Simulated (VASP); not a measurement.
# NaCl (Pm-3m) in VASP: notebook

NaCl is run at these levels: PBE0; tasks: single point.

Everything below comes from runs of VASP 6.6.1. Logs are shortened: lines on timing, memory, paths and dates and some standing lists are left out, and cuts for length are marked.

## (1) The cell of the first run

Symmetry: Pm-3m, No. 221, cubic system. The conventional cell has a = 3.525 Å, b = 3.525 Å, c = 3.525 Å, α = 90.00°, β = 90.00°, γ = 90.00°. Cl (site symmetry m-3m) has 8 Na at 3.05 Å and 6 Cl at 3.53 Å within 4.0 Å. Na (site symmetry m-3m) has 8 Cl at 3.05 Å and 6 Na at 3.53 Å within 4.0 Å.

## (2) Single point, PBE0

POSCAR

```
NaCl
1.0
    3.5253839872      0.0000000000      0.0000000000
    0.0000000000      3.5253839872      0.0000000000
    0.0000000000      0.0000000000      3.5253839872
Cl Na
1 1
Direct
    0.5000000000      0.5000000000      0.5000000000
    0.0000000000      0.0000000000      0.0000000000
```

INCAR.step1

```
SYSTEM = NaCl
PREC = Accurate
ENCUT = 520
EDIFF = 1E-5
ISMEAR = -1
SIGMA = 0.05
LREAL = .False.
LASPH = .True.
NELM = 100
ALGO = Normal
ISIF = 2
LWAVE = .True.
NBANDS = 14
GGA = PE
```

INCAR.step2

```
SYSTEM = NaCl
PREC = Accurate
ENCUT = 520
EDIFF = 1E-7
ISMEAR = -1
SIGMA = 0.05
LREAL = .False.
LASPH = .True.
NELM = 100
ALGO = Normal
ISIF = 2
LWAVE = .False.
LCHARG = .True.
GGA = PE
LHFCALC = .True.
AEXX = 0.25
PRECFOCK = Normal
LELF = .True.
LVHAR = .True.
NBANDS = 14
ISTART = 1
```

KPOINTS

```
regular mesh
0
Gamma
  4 4 4
  0 0 0
```

Potentials or basis: VASP PAW PBE potentials, release 64 (Cl, Na_pv).

Command:

```bash
> cat potpaw_PBE.64/Cl/POTCAR potpaw_PBE.64/Na_pv/POTCAR > POTCAR
> cp INCAR.step1 INCAR
> mpirun -np 1 vasp_std > vasp.out
> cp INCAR.step2 INCAR
> mpirun -np 1 vasp_std > vasp.out
```

OUTCAR:

```text
SYSTEM = NaCl
   PREC = Accurate
   ENCUT = 520
   EDIFF = 1E-7
   ISMEAR = -1
   LREAL = .False.
   LASPH = .True.
   NELM = 100
   ISIF = 2
   GGA = PE
   LHFCALC = .True.
   AEXX = 0.25
   PRECFOCK = Normal
   ISTART = 1

 ion  position               nearest neighbor table
   1  0.500  0.500  0.500-
   2  0.000  0.000  0.000-

  LATTYP: Found a simple cubic cell.
 ALAT       =     3.5253839872

  Lattice vectors:

 A1 = (   3.5253839872,   0.0000000000,   0.0000000000)
 A2 = (   0.0000000000,   3.5253839872,   0.0000000000)
 A3 = (   0.0000000000,   0.0000000000,   3.5253839872)

Analysis of symmetry for initial positions (statically):
=====================================================================
 Subroutine PRICEL returns:
 Original cell was already a primitive cell.

 Routine SETGRP: Setting up the symmetry group for a
 simple cubic supercell.

 Subroutine GETGRP returns: Found 48 space group operations
 (whereof 48 operations were pure point group operations)
 out of a pool of 48 trial point group operations.

The static configuration has the point symmetry O_h .

Analysis of symmetry for dynamics (positions and initial velocities):
=====================================================================
 Subroutine PRICEL returns:
 Original cell was already a primitive cell.

 Routine SETGRP: Setting up the symmetry group for a
 simple cubic supercell.

 Subroutine GETGRP returns: Found 48 space group operations
 (whereof 48 operations were pure point group operations)
 out of a pool of 48 trial point group operations.

The dynamic configuration has the point symmetry O_h .

 Subroutine INISYM returns: Found 48 space group operations
 (whereof 48 operations are pure point group operations),
 and found     1 'primitive' translations

----------------------------------------------------------------------------------------

                                     Primitive cell

  volume of cell :      43.8146

  direct lattice vectors                    reciprocal lattice vectors
     3.525383987  0.000000000  0.000000000     0.283657044  0.000000000  0.000000000
     0.000000000  3.525383987  0.000000000     0.000000000  0.283657044  0.000000000
     0.000000000  0.000000000  3.525383987     0.000000000  0.000000000  0.283657044

  length of vectors
     3.525383987  3.525383987  3.525383987     0.283657044  0.283657044  0.283657044

  position of ions in fractional coordinates (direct lattice)
     0.500000000  0.500000000  0.500000000
     0.000000000  0.000000000  0.000000000

  ion indices of the primitive-cell ions
   primitive index   ion index
                 1           1
                 2           2

----------------------------------------------------------------------------------------

 KPOINTS: regular mesh

Automatic generation of k-mesh.
 Grid dimensions read from file:
 generate k-points for:    4    4    4

 Generating k-lattice:

  Cartesian coordinates                     Fractional coordinates (reciprocal lattice)
     0.070914261  0.000000000  0.000000000     0.250000000  0.000000000  0.000000000
     0.000000000  0.070914261  0.000000000     0.000000000  0.250000000  0.000000000
     0.000000000  0.000000000  0.070914261     0.000000000  0.000000000  0.250000000

  Length of vectors
     0.070914261  0.070914261  0.070914261

  Shift w.r.t. Gamma in fractional coordinates (k-lattice)
     0.000000000  0.000000000  0.000000000

 Subroutine IBZKPT returns following result:
 ===========================================

 Found     10 irreducible k-points:

 Following reciprocal coordinates:
            Coordinates               Weight
  0.000000  0.000000  0.000000      1.000000
  0.250000  0.000000  0.000000      6.000000
  0.500000  0.000000  0.000000      3.000000
  0.250000  0.250000  0.000000     12.000000
  0.500000  0.250000  0.000000     12.000000
  0.500000  0.500000  0.000000      3.000000
  0.250000  0.250000  0.250000      8.000000
  0.500000  0.250000  0.250000     12.000000
  0.500000  0.500000  0.250000      6.000000
  0.500000  0.500000  0.500000      1.000000
   k-points           NKPTS =     10   k-points in BZ     NKDIM =     64   number of bands    NBANDS=     14
   number of dos      NEDOS =    301   number of ions     NIONS =      2
   total plane-waves  NPLWV =  21952
   dimension x,y,z NGX =    28 NGY =   28 NGZ =   28
   dimension x,y,z NGXF=    56 NGYF=   56 NGZF=   56
   ions per type =               1   1
   NGX,Y,Z   is equivalent  to a cutoff of  13.20, 13.20, 13.20 a.u.
   NGXF,Y,Z  is equivalent  to a cutoff of  26.41, 26.41, 26.41 a.u.
 SYSTEM =  NaCl
   PREC   = accura    normal or accurate (medium, high low for compatibility)
   ISTART =      1    job   : 0-new  1-cont  2-samecut
   ICHARG =      0    charge: 1-file 2-atom 10-const
   ISPIN  =      1    spin polarized calculation?
   LNONCOLLINEAR =      F non collinear calculations
   LSORBIT =      F    spin-orbit coupling
   LASPH  =      T    aspherical Exc in radial PAW
   ENCUT  =  520.0 eV  38.22 Ry    6.18 a.u.   6.55  6.55  6.55*2*pi/ulx,y,z
   NELM   =    100;   NELMIN=  2; NELMDL=  0     # of ELM steps
   EDIFF  = 0.1E-06   stopping-criterion for ELM
   LREAL  =      F    real-space projection
   EDIFFG = 0.1E-05   stopping-criterion for IOM
   NSW    =      0    number of steps for IOM
   IBRION =     -1    ionic relax: 0-MD 1-quasi-New 2-CG
   NFREE  =      0    steps in history (QN), initial steepest desc. (CG)
   ISIF   =      2    stress and relaxation
   ISYM   =      3    0-nonsym 1-usesym 2-fastsym
   POTIM  = 0.5000    time-step for ionic-motion
   TEBEG  =    0.0;   TEEND  =   0.0 temperature during run
   PSTRESS=    0.0 pullay stress
   NELECT =      14.0000    total number of electrons
   NUPDOWN=      -1.0000    fix difference up-down
   EMIN   =  10.00;   EMAX   =-10.00  energy-range for DOS
   EFERMI =   0.00;   METHOD = LEGACY
   ISMEAR =    -1;   SIGMA  =   0.05  broadening in eV -4-tet -1-fermi 0-gaus
   EFERMI_NEDOS =   21; number of points for ismear=-14 and -15
   IALGO  =     38    algorithm
   IMIX   =      1    mixing-type and parameters
     AMIX     =   0.40;   BMIX     =  1.00
     AMIX_MAG =   1.60;   BMIX_MAG =  1.00
  volume/ion in A,a.u.               =      21.91       147.84
  Fermi-wavevector in a.u.,A,eV,Ry     =   1.119209  2.114998 17.043041  1.252628
  Thomas-Fermi vector in A             =   2.255846
   LORBIT       =      0    0 simple, 1 ext, 2 COOP (PROOUT), +10 PAW based schemes
   GGA     = PE    functional components
   LHFCALC =     T    Hartree Fock is set to
   PRECFOCK=normal    Normal, Fast or Accurate (Low or Medium for compatibility)
   ENCUT4O =  -1.0   cutoff for four orbital integrals eV
   NKREDX  =     1    reduce k-point grid by
   NKREDY  =     1    reduce k-point grid by
   NKREDZ  =     1    reduce k-point grid by
   AEXX    =    0.2500 exact exchange contribution
   HFSCREEN=    0.0000 screening length (either q_TF or 0.3 A-1)
   HFSCREENC=   0.0000 screening length for correlation (either q_TF or 0.3 A-1)
   ENCUTFOCK=  -1.0 apply spherical cutoff to Coloumb kernel
   IVDW    =     0    specifies the selected vdW correction
   LEPSILON=     F    determine dielectric tensor
   LRPA    =     F    only Hartree local field effects (RPA)
 non-spin polarized calculation
  energy-cutoff  :      520.00
  volume of cell :       43.81
 maximum number of plane-waves:      1208
 NGX is ok and might be reduce to    28
  NGX = 20; NGY = 20; NGZ = 20

 number of electron      13.9999980 magnetization

 Free energy of the ion-electron system (eV)
  ---------------------------------------------------
  ext. energy  EPLUGINS =         0.00000000
  ---------------------------------------------------
  free energy    TOTEN  =        -8.08838986 eV

  energy without entropy =       -8.08838986  energy(sigma->0) =       -8.08838986

 E-fermi :   0.0650     XC(G=0):  -6.5633

 val. band max:       -1.0412909188   @ k =   0.5000   0.5000   0.0000
 cond. band min:       4.9205126172   @ k =   0.0000   0.0000   0.0000
 fundamental gap:      5.9618035360
 Fermi energy:         0.0649896058

 k-point     1 :       0.0000    0.0000    0.0000
  band No.  band energies     occupation
      1     -25.3053      2.00000
      2     -25.3053      2.00000
      3     -25.3053      2.00000
      4     -15.6252      2.00000
      5      -1.5575      2.00000
      6      -1.5575      2.00000
      7      -1.5575      2.00000
      8       4.9205      0.00000
      9       9.6562      0.00000
     10       9.6562      0.00000
     11      16.9388      0.00000
     12      16.9388      0.00000
     13      16.9388      0.00000
     14      17.3748      0.00000

 k-point     2 :       0.2500    0.0000    0.0000
  band No.  band energies     occupation
      1     -25.3229      2.00000
      2     -25.3037      2.00000
      3     -25.3037      2.00000
      4     -15.4491      2.00000
      5      -3.0161      2.00000
      6      -1.4366      2.00000
      7      -1.4366      2.00000
      8       6.3002      0.00000
      9      10.3521      0.00000
     10      10.4780      0.00000
     11      14.3032      0.00000
     12      14.3032      0.00000
     13      16.3643      0.00000
     14      16.8191      0.00000

 k-point     3 :       0.5000    0.0000    0.0000
  band No.  band energies     occupation
      1     -25.3404      2.00000
      2     -25.3020      2.00000
      3     -25.3020      2.00000
      4     -15.2596      2.00000
      5      -4.1108      2.00000
      6      -1.3095      2.00000
      7      -1.3095      2.00000
      8       7.9177      0.00000
      9       9.6804      0.00000
     10      11.6953      0.00000
     11      13.0723      0.00000
     12      13.0723      0.00000
     13      14.0416      0.00000
     14      18.4704      0.00000
[... 86 lines left out ...]
 k-point     9 :       0.5000    0.5000    0.2500
  band No.  band energies     occupation
      1     -25.3304      2.00000
      2     -25.3304      2.00000
      3     -25.3135      2.00000
      4     -14.8446      2.00000
      5      -3.2140      2.00000
      6      -3.2140      2.00000
      7      -2.1032      2.00000
      8       7.1996      0.00000
      9       9.5260      0.00000
     10       9.5260      0.00000
     11      13.5605      0.00000
     12      15.0777      0.00000
     13      16.2357      0.00000
     14      16.2357      0.00000

 k-point    10 :       0.5000    0.5000    0.5000
  band No.  band energies     occupation
      1     -25.3278      2.00000
      2     -25.3278      2.00000
      3     -25.3278      2.00000
      4     -14.7000      2.00000
      5      -2.9843      2.00000
      6      -2.9843      2.00000
      7      -2.9843      2.00000
      8       8.1424      0.00000
      9       8.1424      0.00000
     10       8.1424      0.00000
     11      12.8485      0.00000
     12      17.1837      0.00000
     13      17.1837      0.00000
     14      17.1837      0.00000

------------------------ aborting loop because EDIFF is reached ----------------------------------------

  FORCE on cell =-STRESS in cart. coord.  units (eV):
  Direction    XX          YY          ZZ          XY          YZ          ZX
  --------------------------------------------------------------------------------------
  -------------------------------------------------------------------------------------
  Total       -0.2740549     -0.2740549     -0.2740549      0.0000000      0.0000000     -0.0000000
  in kB      -10.0214095    -10.0214095    -10.0214095      0.0000000      0.0000000     -0.0000000
  external PRESSURE =     -10.0214095 kB  Pullay stress =       0.0000000 kB

 VOLUME and BASIS-vectors are now :
 -----------------------------------------------------------------------------
  energy-cutoff  :      520.00
  volume of cell :       43.81
      direct lattice vectors                 reciprocal lattice vectors
     3.525383987  0.000000000  0.000000000     0.283657044  0.000000000  0.000000000
     0.000000000  3.525383987  0.000000000     0.000000000  0.283657044  0.000000000
     0.000000000  0.000000000  3.525383987     0.000000000  0.000000000  0.283657044

 POSITION                                       TOTAL-FORCE (eV/Angst)
 -----------------------------------------------------------------------------------
      1.76269      1.76269      1.76269         0.000000      0.000000      0.000000
      0.00000      0.00000      0.00000         0.000000      0.000000      0.000000
 -----------------------------------------------------------------------------------
    total drift:                               -0.000000     -0.000000      0.000000

  FREE ENERGIE OF THE ION-ELECTRON SYSTEM (eV)
  ---------------------------------------------------
  free  energy   TOTEN  =        -8.0883898582 eV

  energy  without entropy=       -8.0883898581  energy(sigma->0) =       -8.08838986
```

Wall time 8.9 min (1 thread of Intel Xeon 8259CL, shared host); peak memory 0.16 GiB.

Results:

```yaml
Free_energy: -8.0884 eV
Pressure: -1.0 GPa
Band_gap_on_the_k_mesh: 5.96 eV (least direct gap 6.48 eV)
```

Caveat: the k points lie up to 0.45 Å⁻¹ apart; the PAW data sets were made with another functional, which shifts forces and pressure a little.

## (3) Single point, PBE0

This run uses another cell than the first one, of 22.34 Å³/atom.

POSCAR

```
NaCl
1.0
    3.5482767325      0.0000000000      0.0000000000
    0.0000000000      3.5482767325      0.0000000000
    0.0000000000      0.0000000000      3.5482767325
Cl Na
1 1
Direct
    0.5000000000      0.5000000000      0.5000000000
    0.0000000000      0.0000000000      0.0000000000
```

INCAR.step1

```
PREC = Accurate
ENCUT = 520
EDIFF = 1E-5
ISMEAR = -1
SIGMA = 0.05
LREAL = False
LASPH = True
NELM = 100
ALGO = Normal
ISIF = 2
LWAVE = True
LCHARG = False
NBANDS = 14
GGA = PE
```

INCAR.step2

```
PREC = Accurate
ENCUT = 520
EDIFF = 1E-7
ISMEAR = -1
SIGMA = 0.05
LREAL = False
LASPH = True
NELM = 100
ALGO = Normal
ISIF = 2
LWAVE = False
LCHARG = False
GGA = PE
LHFCALC = True
AEXX = 0.25
PRECFOCK = Normal
NBANDS = 14
ISTART = 1
```

KPOINTS

```
regular mesh
0
Gamma
  4 4 4
```

Potentials or basis: VASP PAW PBE potentials, release 64 (Cl, Na_pv).

Command:

```bash
> cat potpaw_PBE.64/Cl/POTCAR potpaw_PBE.64/Na_pv/POTCAR > POTCAR
> cp INCAR.step1 INCAR
> mpirun -np 1 vasp_std > vasp.out
> cp INCAR.step2 INCAR
> mpirun -np 1 vasp_std > vasp.out
```

OUTCAR:

```text
PREC = Accurate
   ENCUT = 520
   EDIFF = 1E-7
   ISMEAR = -1
   LREAL = False
   LASPH = True
   NELM = 100
   ISIF = 2
   GGA = PE
   LHFCALC = True
   AEXX = 0.25
   PRECFOCK = Normal
   ISTART = 1

 ion  position               nearest neighbor table
   1  0.500  0.500  0.500-
   2  0.000  0.000  0.000-

  LATTYP: Found a simple cubic cell.
 ALAT       =     3.5482767325

  Lattice vectors:

 A1 = (   3.5482767325,   0.0000000000,   0.0000000000)
 A2 = (   0.0000000000,   3.5482767325,   0.0000000000)
 A3 = (   0.0000000000,   0.0000000000,   3.5482767325)

Analysis of symmetry for initial positions (statically):
=====================================================================
 Subroutine PRICEL returns:
 Original cell was already a primitive cell.

 Routine SETGRP: Setting up the symmetry group for a
 simple cubic supercell.

 Subroutine GETGRP returns: Found 48 space group operations
 (whereof 48 operations were pure point group operations)
[... 166 lines left out ...]
      1     -25.4575      2.00000
      2     -25.4575      2.00000
      3     -25.4575      2.00000
      4     -15.6856      2.00000
      5      -1.6692      2.00000
      6      -1.6692      2.00000
      7      -1.6692      2.00000
      8       4.7253      0.00000
      9       9.5403      0.00000
     10       9.5403      0.00000
     11      16.6194      0.00000
     12      16.6194      0.00000
     13      16.6194      0.00000
     14      17.1686      0.00000
[... 139 lines left out ...]
      1     -25.4784      2.00000
      2     -25.4784      2.00000
      3     -25.4784      2.00000
      4     -14.8060      2.00000
      5      -3.0517      2.00000
      6      -3.0517      2.00000
      7      -3.0517      2.00000
      8       8.0068      0.00000
      9       8.0068      0.00000
     10       8.0068      0.00000
     11      12.5600      0.00000
     12      16.8593      0.00000
     13      16.8593      0.00000
     14      16.8593      0.00000

------------------------ aborting loop because EDIFF is reached ----------------------------------------

  FORCE on cell =-STRESS in cart. coord.  units (eV):
  Direction    XX          YY          ZZ          XY          YZ          ZX
  --------------------------------------------------------------------------------------
  -------------------------------------------------------------------------------------
  Total       -0.3971824     -0.3971824     -0.3971824      0.0000000      0.0000000     -0.0000000
  in kB      -14.2445285    -14.2445285    -14.2445285      0.0000000      0.0000000     -0.0000000
  external PRESSURE =     -14.2445285 kB  Pullay stress =       0.0000000 kB

 VOLUME and BASIS-vectors are now :
 -----------------------------------------------------------------------------
  energy-cutoff  :      520.00
  volume of cell :       44.67
      direct lattice vectors                 reciprocal lattice vectors
     3.548276733  0.000000000  0.000000000     0.281826947  0.000000000  0.000000000
     0.000000000  3.548276733  0.000000000     0.000000000  0.281826947  0.000000000
     0.000000000  0.000000000  3.548276733     0.000000000  0.000000000  0.281826947

 POSITION                                       TOTAL-FORCE (eV/Angst)
 -----------------------------------------------------------------------------------
      1.77414      1.77414      1.77414         0.000000      0.000000      0.000000
      0.00000      0.00000      0.00000         0.000000      0.000000      0.000000
 -----------------------------------------------------------------------------------
    total drift:                                0.000000      0.000000     -0.000000

  FREE ENERGIE OF THE ION-ELECTRON SYSTEM (eV)
  ---------------------------------------------------
  free  energy   TOTEN  =        -8.0820587306 eV

  energy  without entropy=       -8.0820587306  energy(sigma->0) =       -8.08205873
```

OSZICAR.step1:

```text
N       E                     dE             d eps       ncg     rms          rms(c)
DAV:   1     0.980363557653E+02    0.98036E+02   -0.71270E+03   280   0.996E+02
DAV:   2     0.145872845078E+01   -0.96578E+02   -0.88934E+02   328   0.267E+02
DAV:   3    -0.659487032702E+01   -0.80536E+01   -0.80041E+01   328   0.718E+01
DAV:   4    -0.672531336273E+01   -0.13044E+00   -0.13039E+00   328   0.967E+00
DAV:   5    -0.672835527440E+01   -0.30419E-02   -0.30418E-02   358   0.151E+00    0.225E+00
DAV:   6    -0.648829738123E+01    0.24006E+00   -0.33224E-01   386   0.341E+00    0.161E+00
DAV:   7    -0.645701699961E+01    0.31280E-01   -0.93402E-02   366   0.178E+00    0.112E+00
DAV:   8    -0.645713944348E+01   -0.12244E-03   -0.11347E-02   304   0.945E-01    0.393E-01
DAV:   9    -0.645694221893E+01    0.19722E-03   -0.41383E-04   346   0.152E-01    0.197E-01
DAV:  10    -0.645704075567E+01   -0.98537E-04   -0.27228E-04   310   0.117E-01    0.322E-02
DAV:  11    -0.645703781347E+01    0.29422E-05   -0.10204E-05   328   0.281E-02
   1 F= -.64570378E+01 E0= -.64570378E+01  d E =-.102797E-09
```

Run time: 8.6 min. Hardware: 1 thread of Intel Xeon 8259CL, shared host; peak memory 0.15 GiB.

Results:

```yaml
Free_energy: -8.0821 eV
Pressure: -1.4 GPa
Band_gap_on_the_k_mesh: 5.89 eV (least direct gap 6.39 eV)
```

Caveat: the k points lie up to 0.44 Å⁻¹ apart; the PAW data sets were made with another functional, which shifts forces and pressure a little. A k mesh can miss the band edges.

(Continued in part 2 of 2.)
